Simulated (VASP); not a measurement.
# C (a cell with a defect) in VASP: single point with PBE

Aim: the single point of C (a cell with a defect) with PBE.

All numbers are computed with VASP 6.6.1; they aren't measurements. Logs are shortened: lines on timing, memory, paths and dates and some standing lists are left out, and cuts for length are marked.

## Step 1: The cell of the first run

The cell holds a defect, 63 atoms: a = 7.140 Å, b = 7.140 Å, c = 7.140 Å, α = 90.00°, β = 90.00°, γ = 90.00°.

## Step 2: Single point, PBE

Input file INCAR:

```
PREC = Accurate ; ENCUT = 520
EDIFF = 1E-6 ; ISMEAR = 0
SIGMA = 0.05 ; LREAL = Auto
LASPH = True ; NELM = 80
ALGO = Normal ; ISIF = 2
LWAVE = False ; LCHARG = False
GGA = PE ; NBANDS = 163
```

Input file KPOINTS:

```
regular mesh
0
Gamma
  2 2 2
```

Input file POSCAR:

```
C
1.0
    7.1400000000      0.0000000000      0.0000000000
    0.0000000000      7.1400000000      0.0000000000
    0.0000000000      0.0000000000      7.1400000000
C
63
Direct
    0.4973596639     -0.0014992997     -0.0004644258
    0.6231551821      0.1249469188      0.1250563025
    0.7494484594      0.2505478992     -0.0007634454
    0.8737270308      0.3805345938      0.1229535014
    0.7364044818     -0.0052077031      0.2475218487
   -0.0038182073      0.0024563025      0.0039047619
    0.1151198880      0.1267600840      0.1341334734
    0.2460112045      0.2508127451      0.0029567227
    0.3734079832      0.3753351541      0.1244152661
    0.4993550420      0.4996303922     -0.0016540616
    0.6230455182      0.6270719888      0.1233669468
    0.7480359944      0.7500682073     -0.0006642857
    0.8720983193      0.8792991597      0.1300714286
    0.2460686275      0.0018598039      0.2531028011
    0.3739089636      0.1257771709      0.3755684874
    0.4991651261      0.2494310924      0.2467719888
    0.6351994398      0.3685364146      0.3635121849
    0.7490208683      0.5044285714      0.2444495798
    0.8743689076      0.6267795518      0.3746698880
    0.4985603641     -0.0012537815      0.5011113445
    0.6239997199      0.1150407563      0.6246047619
    0.7924743697      0.2364659664      0.4466203081
    0.8832438375      0.3697598039      0.6151739496
    0.7490698880     -0.0008700280      0.7496579832
    0.8733651261      0.1258298319      0.8749570028
    0.0003100840      0.5017630252     -0.0016725490
    0.1239803922      0.6268207283      0.1256585434
    0.2487224090      0.7506287115      0.0010704482
    0.3719984594      0.8760469188      0.1267162465
   -0.0104542017      0.2661298319      0.2585057423
    0.1246927171      0.3795394958      0.3759427171
    0.2505326331      0.5012981793      0.2496974790
    0.3775015406      0.6221824930      0.3750369748
    0.4976508403      0.7494738095      0.2499981793
    0.6230418768      0.8756752101      0.3762649860
    0.0086478992     -0.0119673669      0.5144177871
    0.1241179272      0.1238992997      0.6252602241
    0.2494232493      0.2499063025      0.4994845938
    0.3771642857      0.3726826331      0.6236844538
    0.5065563025      0.4933057423      0.4982362745
    0.6267033613      0.6216501401      0.6230761905
    0.7498806723      0.7498382353      0.4997336134
    0.8746872549      0.8748340336      0.6259067227
    0.2501697479     -0.0018100840      0.7529808123
    0.3727834734      0.1237410364      0.8769261905
    0.5019292717      0.2479521008      0.7474570028
    0.6251785714      0.3734018207      0.8725268908
    0.7508917367      0.4946301120      0.7443789916
    0.8749446779      0.6238317927      0.8736236695
   -0.0015540616      0.7522473389      0.2516217087
    0.1226243697      0.8762193277      0.3777878151
    0.0030773109      0.5033298319      0.5005626050
    0.1261187675      0.6257163866      0.6266537815
    0.2521369748      0.7473521008      0.5019638655
    0.3740386555      0.8727935574      0.6265319328
    0.0008257703      0.2487235294      0.7484830532
    0.1246747899      0.3749270308      0.8749253501
    0.2512710084      0.4988864146      0.7496467787
    0.3744525210      0.6245284314      0.8749175070
    0.5004813725      0.7474673669      0.7493854342
    0.6237829132      0.8735565826      0.8753567227
    0.0001039216      0.7489724090      0.7527337535
    0.1227869748      0.8760640056      0.8782218487
```

Potentials or basis: VASP PAW PBE potentials, release 64 (C).

Started as:

```bash
$ cat potpaw_PBE.64/C/POTCAR > POTCAR
$ mpirun -np 1 vasp_std > vasp.out
```

OUTCAR:

```text
PREC = Accurate
   ENCUT = 520
   EDIFF = 1E-6
   ISMEAR = 0
   LREAL = Auto
   LASPH = True
   NELM = 80
   ISIF = 2
   GGA = PE

 ion  position               nearest neighbor table
   1  0.497  0.999  1.000-  45 1.54  29 1.55  61 1.55   2 1.56
   2  0.623  0.125  0.125-   5 1.51  16 1.53   3 1.56   1 1.56
   3  0.749  0.251  0.999-  25 1.54  47 1.54   2 1.56   4 1.56
   4  0.874  0.381  0.123-  30 1.51  18 1.53  26 1.54   3 1.56
   5  0.736  0.995  0.248-  35 1.49   2 1.51  13 1.52
   6  0.996  0.002  0.004-  13 1.54   7 1.54  25 1.55  63 1.56
   7  0.115  0.127  0.134-   6 1.54  14 1.55   8 1.59  30 1.61
   8  0.246  0.251  0.003-   9 1.54  57 1.54  45 1.57   7 1.59
   9  0.373  0.375  0.124-   8 1.54  16 1.54  32 1.54  10 1.55
  10  0.499  0.500  0.998-  59 1.54  11 1.55   9 1.55  47 1.56
  11  0.623  0.627  0.123-  18 1.52  12 1.53  34 1.54  10 1.55
[... 22 lines left out ...]
  34  0.498  0.749  0.250-  33 1.54  11 1.54  29 1.55  35 1.56
  35  0.623  0.876  0.376-   5 1.49  20 1.54  42 1.55  34 1.56
  36  0.009  0.988  0.514-  43 1.48  37 1.50  51 1.50
  37  0.124  0.124  0.625-  36 1.50  56 1.53  38 1.55  44 1.56
  38  0.249  0.250  0.499-  15 1.54  39 1.54  37 1.55  31 1.56
  39  0.377  0.373  0.624-  46 1.54  38 1.54  40 1.55  58 1.56
  40  0.507  0.493  0.498-  41 1.54  39 1.55  33 1.57  17 1.60
  41  0.627  0.622  0.623-  48 1.54  40 1.54  42 1.54  60 1.56
  42  0.750  0.750  0.500-  19 1.54  41 1.54  43 1.55  35 1.55
[... 19 lines left out ...]
  62  0.000  0.749  0.753-  49 1.53  63 1.55  53 1.55  43 1.56
  63  0.123  0.876  0.878-  28 1.54  44 1.55  62 1.55   6 1.56

  LATTYP: Found a simple cubic cell.
 ALAT       =     7.1400000000

  Lattice vectors:

 A1 = (   7.1400000000,   0.0000000000,   0.0000000000)
 A2 = (   0.0000000000,   7.1400000000,   0.0000000000)
 A3 = (   0.0000000000,   0.0000000000,   7.1400000000)

Analysis of symmetry for initial positions (statically):
=====================================================================
 Subroutine PRICEL returns:
 Original cell was already a primitive cell.

 Routine SETGRP: Setting up the symmetry group for a
 simple cubic supercell.

 Subroutine GETGRP returns: Found  1 space group operations
 (whereof  1 operations were pure point group operations)
 out of a pool of 48 trial point group operations.

The static configuration has the point symmetry C_1 .

Analysis of symmetry for dynamics (positions and initial velocities):
=====================================================================
 Subroutine PRICEL returns:
 Original cell was already a primitive cell.

 Routine SETGRP: Setting up the symmetry group for a
 simple cubic supercell.

 Subroutine GETGRP returns: Found  1 space group operations
 (whereof  1 operations were pure point group operations)
 out of a pool of 48 trial point group operations.

The dynamic configuration has the point symmetry C_1 .

 Subroutine INISYM returns: Found  1 space group operations
 (whereof  1 operations are pure point group operations),
 and found     1 'primitive' translations

----------------------------------------------------------------------------------------

                                     Primitive cell

  volume of cell :     363.9943

  direct lattice vectors                    reciprocal lattice vectors
     7.140000000  0.000000000  0.000000000     0.140056022  0.000000000  0.000000000
     0.000000000  7.140000000  0.000000000     0.000000000  0.140056022  0.000000000
     0.000000000  0.000000000  7.140000000     0.000000000  0.000000000  0.140056022

  length of vectors
     7.140000000  7.140000000  7.140000000     0.140056022  0.140056022  0.140056022

  position of ions in fractional coordinates (direct lattice)
     0.497359664  0.998500700  0.999535574
     0.623155182  0.124946919  0.125056302
     0.749448459  0.250547899  0.999236555
     0.873727031  0.380534594  0.122953501
     0.736404482  0.994792297  0.247521849
     0.996181793  0.002456303  0.003904762
[... 55 lines left out ...]
     0.000103922  0.748972409  0.752733754
     0.122786975  0.876064006  0.878221849

  ion indices of the primitive-cell ions
   primitive index   ion index
                 1           1
                 2           2
                 3           3
                 4           4
                 5           5
                 6           6
[... 55 lines left out ...]
                62          62
                63          63

----------------------------------------------------------------------------------------

 KPOINTS: regular mesh

Automatic generation of k-mesh.
 Grid dimensions read from file:
 generate k-points for:    2    2    2

 Generating k-lattice:

  Cartesian coordinates                     Fractional coordinates (reciprocal lattice)
     0.070028011  0.000000000  0.000000000     0.500000000  0.000000000  0.000000000
     0.000000000  0.070028011  0.000000000     0.000000000  0.500000000  0.000000000
     0.000000000  0.000000000  0.070028011     0.000000000  0.000000000  0.500000000

  Length of vectors
     0.070028011  0.070028011  0.070028011

  Shift w.r.t. Gamma in fractional coordinates (k-lattice)
     0.000000000  0.000000000  0.000000000

 Subroutine IBZKPT returns following result:
 ===========================================

 Found      8 irreducible k-points:

 Following reciprocal coordinates:
            Coordinates               Weight
  0.000000  0.000000  0.000000      1.000000
  0.500000  0.000000  0.000000      1.000000
  0.000000  0.500000  0.000000      1.000000
  0.000000  0.000000  0.500000      1.000000
  0.500000  0.500000  0.000000      1.000000
  0.000000  0.500000  0.500000      1.000000
  0.500000  0.000000  0.500000      1.000000
  0.500000  0.500000  0.500000      1.000000
   k-points           NKPTS =      8   k-points in BZ     NKDIM =      8   number of bands    NBANDS=    163
   number of dos      NEDOS =    301   number of ions     NIONS =     63
   total plane-waves  NPLWV = 157464
   dimension x,y,z NGX =    54 NGY =   54 NGZ =   54
   dimension x,y,z NGXF=   108 NGYF=  108 NGZF=  108
   ions per type =              63
   NGX,Y,Z   is equivalent  to a cutoff of  12.57, 12.57, 12.57 a.u.
   NGXF,Y,Z  is equivalent  to a cutoff of  25.15, 25.15, 25.15 a.u.
 SYSTEM =  unknown system
   PREC   = accura    normal or accurate (medium, high low for compatibility)
   ISTART =      0    job   : 0-new  1-cont  2-samecut
   ICHARG =      2    charge: 1-file 2-atom 10-const
   ISPIN  =      1    spin polarized calculation?
   LNONCOLLINEAR =      F non collinear calculations
   LSORBIT =      F    spin-orbit coupling
   LASPH  =      T    aspherical Exc in radial PAW
   ENCUT  =  520.0 eV  38.22 Ry    6.18 a.u.  13.28 13.28 13.28*2*pi/ulx,y,z
   NELM   =     80;   NELMIN=  2; NELMDL= -5     # of ELM steps
   EDIFF  = 0.1E-05   stopping-criterion for ELM
   LREAL  =      T    real-space projection
   EDIFFG = 0.1E-04   stopping-criterion for IOM
   NSW    =      0    number of steps for IOM
   IBRION =     -1    ionic relax: 0-MD 1-quasi-New 2-CG
   NFREE  =      0    steps in history (QN), initial steepest desc. (CG)
   ISIF   =      2    stress and relaxation
   ISYM   =      2    0-nonsym 1-usesym 2-fastsym
   POTIM  = 0.5000    time-step for ionic-motion
   TEBEG  =    0.0;   TEEND  =   0.0 temperature during run
   PSTRESS=    0.0 pullay stress
   NELECT =     252.0000    total number of electrons
   NUPDOWN=      -1.0000    fix difference up-down
   EMIN   =  10.00;   EMAX   =-10.00  energy-range for DOS
   EFERMI =   0.00;   METHOD = LEGACY
   ISMEAR =     0;   SIGMA  =   0.05  broadening in eV -4-tet -1-fermi 0-gaus
   EFERMI_NEDOS =   21; number of points for ismear=-14 and -15
   IALGO  =     38    algorithm
   IMIX   =      4    mixing-type and parameters
     AMIX     =   0.40;   BMIX     =  1.00
     AMIX_MAG =   1.60;   BMIX_MAG =  1.00
  volume/ion in A,a.u.               =       5.78        38.99
  Fermi-wavevector in a.u.,A,eV,Ry     =   1.448250  2.736795 28.537232  2.097427
  Thomas-Fermi vector in A             =   2.566112
   LORBIT       =      0    0 simple, 1 ext, 2 COOP (PROOUT), +10 PAW based schemes
   GGA     = PE    functional components
   LHFCALC =     F    Hartree Fock is set to
   AEXX    =    0.0000 exact exchange contribution
   IVDW    =     0    specifies the selected vdW correction
   LEPSILON=     F    determine dielectric tensor
   LRPA    =     F    only Hartree local field effects (RPA)
 non-spin polarized calculation
 Gauss-broadening in eV      SIGMA  =   0.05
  energy-cutoff  :      520.00
  volume of cell :      363.99
 maximum number of plane-waves:      9808
 NGX is ok and might be reduce to    54
   NGX = 27   NGY = 27   NGZ = 27

 number of electron     252.0000001 magnetization

 Free energy of the ion-electron system (eV)
  ---------------------------------------------------
  ext. energy  EPLUGINS =         0.00000000
  ---------------------------------------------------
  free energy    TOTEN  =      -564.29234812 eV

  energy without entropy =     -564.28187161  energy(sigma->0) =     -564.28710986

 E-fermi :  10.6444     XC(G=0): -13.1638

 val. band max:       10.4419885133   @ k =   0.5000   0.5000   0.5000
 cond. band min:      10.6517962823   @ k =   0.0000   0.0000   0.5000
 fundamental gap:      0.2098077691
 Fermi energy:        10.6443886969

 k-point     1 :       0.0000    0.0000    0.0000
  band No.  band energies     occupation
      1     -11.9003      2.00000
      2      -9.7858      2.00000
      3      -9.7630      2.00000
      4      -9.6703      2.00000
      5      -9.6672      2.00000
      6      -9.5155      2.00000
[... 1117 lines left out ...]
    137      15.4878      0.00000
    138      15.5108      0.00000
 [bands above 138 left out]

------------------------ aborting loop because EDIFF is reached ----------------------------------------

  FORCE on cell =-STRESS in cart. coord.  units (eV):
  Direction    XX          YY          ZZ          XY          YZ          ZX
  --------------------------------------------------------------------------------------
  -------------------------------------------------------------------------------------
  Total       -4.5971685      7.8693269     -6.4318927      7.5571110     -9.8771593     10.3428688
  in kB      -20.2351472     34.6380578    -28.3109690     33.2637915    -43.4758426     45.5257346
  external PRESSURE =      -4.6360195 kB  Pullay stress =       0.0000000 kB

 VOLUME and BASIS-vectors are now :
 -----------------------------------------------------------------------------
  energy-cutoff  :      520.00
  volume of cell :      363.99
      direct lattice vectors                 reciprocal lattice vectors
     7.140000000  0.000000000  0.000000000     0.140056022  0.000000000  0.000000000
     0.000000000  7.140000000  0.000000000     0.000000000  0.140056022  0.000000000
     0.000000000  0.000000000  7.140000000     0.000000000  0.000000000  0.140056022

 POSITION                                       TOTAL-FORCE (eV/Angst)
 -----------------------------------------------------------------------------------
      3.55115      7.12930      7.13668         0.033302     -0.034064     -0.014463
      4.44933      0.89212      0.89290         0.172296     -0.049562      0.092918
      5.35106      1.78891      7.13455         0.043823     -0.039327      0.031092
      6.23841      2.71702      0.87789        -0.003915     -0.108608      0.094359
      5.25793      7.10282      1.76731        -0.042488     -0.743948     -0.464681
      7.11274      0.01754      0.02788        -0.007811     -0.001773     -0.027916
[... 55 lines left out ...]
      0.00074      5.34766      5.37452         0.033901     -0.029586     -0.019996
      0.87670      6.25510      6.27050         0.013681      0.003257     -0.037165
 -----------------------------------------------------------------------------------
    total drift:                                0.028171      0.034052     -0.010072

  FREE ENERGIE OF THE ION-ELECTRON SYSTEM (eV)
  ---------------------------------------------------
  free  energy   TOTEN  =      -564.2923481150 eV

  energy  without entropy=     -564.2818716085  energy(sigma->0) =     -564.28710986
```

Run time: 30 min. Hardware: 1 thread of Intel Xeon 8259CL, shared host; peak memory 0.57 GiB.

Results:

| Item | Value |
| --- | --- |
| Free energy | -564.2923 eV |
| Pressure | -0.5 GPa |
| Largest force | 3.326 eV/Å |
| Band gap on the k mesh | zero (bands 126 and 127 overlap by 0.20 eV) |

Forces on the atoms (eV/Å):
```
C    0.033 -0.034 -0.014
C    0.172 -0.050  0.093
C    0.044 -0.039  0.031
C   -0.004 -0.109  0.094
C   -0.042 -0.744 -0.465
C   -0.008 -0.002 -0.028
C    0.001 -0.007 -0.005
C    0.038  0.002 -0.045
C    0.035 -0.017  0.005
C    0.003 -0.003 -0.004
C    0.000 -0.017 -0.037
C    0.004 -0.088 -0.095
C   -0.032 -0.158 -0.123
C    0.019 -0.003 -0.008
C    0.039 -0.022  0.001
C    0.055 -0.023  0.087
C   -0.116  0.205  0.243
C    0.003  0.020  0.055
C    0.037 -0.010 -0.004
C    0.019 -0.025 -0.073
C    0.584  0.334 -0.653
C   -1.380  1.625  2.552
C   -0.234 -0.146 -0.378
C    0.057 -0.027 -0.015
C    0.025 -0.015 -0.022
C    0.008 -0.047  0.008
C    0.015 -0.058 -0.017
C    0.016 -0.016 -0.023
C    0.029 -0.013 -0.023
C    0.234  0.040 -0.142
C    0.005 -0.031 -0.017
C    0.015 -0.010 -0.035
C   -0.033 -0.002  0.004
C   -0.031 -0.050 -0.055
C    0.050 -0.081 -0.070
C    0.094 -0.311 -0.039
C   -0.040 -0.011 -0.088
C    0.004 -0.025 -0.017
C    0.012  0.010 -0.016
C   -0.110  0.095 -0.035
C   -0.023  0.001  0.014
C    0.016 -0.048 -0.012
C    0.018 -0.072 -0.024
C    0.003 -0.027 -0.053
C    0.096  0.015 -0.101
C    0.081  0.031 -0.101
C    0.024  0.003 -0.027
C    0.008  0.019  0.004
C   -0.034 -0.088 -0.060
C    0.011 -0.059 -0.020
C    0.022 -0.068 -0.015
C    0.055  0.099  0.001
C    0.002  0.008 -0.036
C    0.008 -0.003 -0.016
C    0.052  0.057 -0.059
C   -0.015 -0.002 -0.020
C   -0.029 -0.028 -0.022
C    0.011  0.004  0.004
C    0.012  0.007  0.010
C   -0.008  0.004  0.004
C    0.024  0.034 -0.044
C    0.034 -0.030 -0.020
C    0.014  0.003 -0.037
```

Caveat: the k points lie up to 0.44 Å⁻¹ apart.

The gap in the log of VASP goes by the Fermi energy; the results here count the filled bands.